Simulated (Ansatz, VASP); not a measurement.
Os: VASP beside Ansatz

Contents of INCAR:

```
PREC = Accurate ; ENCUT = 520
EDIFF = 1E-6 ; ISMEAR = 0
SIGMA = 0.15 ; LREAL = False
LASPH = True ; NELM = 80
ALGO = Fast ; ISIF = 2
LWAVE = False ; LCHARG = False
GGA = PE ; NBANDS = 15
```

Contents of KPOINTS:

```
Automatic mesh
0
Gamma
  18 18 12
```

POSCAR

```
Os
1.0
    2.7340999755      0.0000000000      0.0000000000
   -1.3670499878      2.3914780356      0.0000000000
    0.0000000000      0.0000000000      4.3197000000
Os
2
Direct
    0.3333333333      0.6666666667      0.2500000000
    0.6666666667      0.3333333333      0.7500000000
```

Input for Ansatz:

```yaml
crystal:
  lattice:
    - [2.7340999755, 0.0, 0.0]
    - [-1.3670499878, 2.3914780356, 0.0]
    - [0.0, 0.0, 4.3197]
  atoms:
    - { symbol: Os, position: [0.3333333333, 0.6666666667, 0.25] }
    - { symbol: Os, position: [0.6666666667, 0.3333333333, 0.75] }
basis:
  ecutwfc: 420
kpoints:
  mp_grid: { grid: [18, 18, 12] }
hamiltonian:
  xc: pbe
scf:
  occupations: { method: gaussian, width: 0.15 }
output:
  forces: true
  stress: true
  eigenvalues: true
```

Change from the starting cell: strain +0.0100 x Voigt [0, 1, 0, 0, 0, 0], atoms carried along.

Alike in both runs: task single point; functional PBE; k mesh 18 × 18 × 12; occupations gaussian, width 0.15 eV; no spin polarisation.

```csv
,VASP,Ansatz
version,VASP 6.6.1,Ansatz 0.2.0
potentials or method,"VASP PAW PBE potentials, release 64 (Os), cutoff 520 eV","scalar-relativistic, plane waves, PAW"
valence electrons in the cell,16,32
```

|  | VASP | Ansatz | Ansatz less VASP |
| --- | --- | --- | --- |
| gap on the k mesh at the Fermi level (eV) | none | none | - |
| pressure (GPa) | 4.5 | 4.6 | +0.12 |
| traceless stress, the component that is largest in VASP (GPa) | -3.59 | -3.65 | -0.065 |
| rms of the force components (eV/Å) | 0.014 | 0.015 | +0.0003 |

Atom by atom the forces differ by 0.000 eV/Å (rms over components). A gap of «none» marks a metal or a gap that the smearing closes. The functional is the same, so the differences come from potentials, cutoffs and numerics. VASP's potentials hold 16 valence electrons a cell and Ansatz's 32, so a difference there can come from the potentials and not from the codes.

Neither program's run includes spin-orbit coupling.
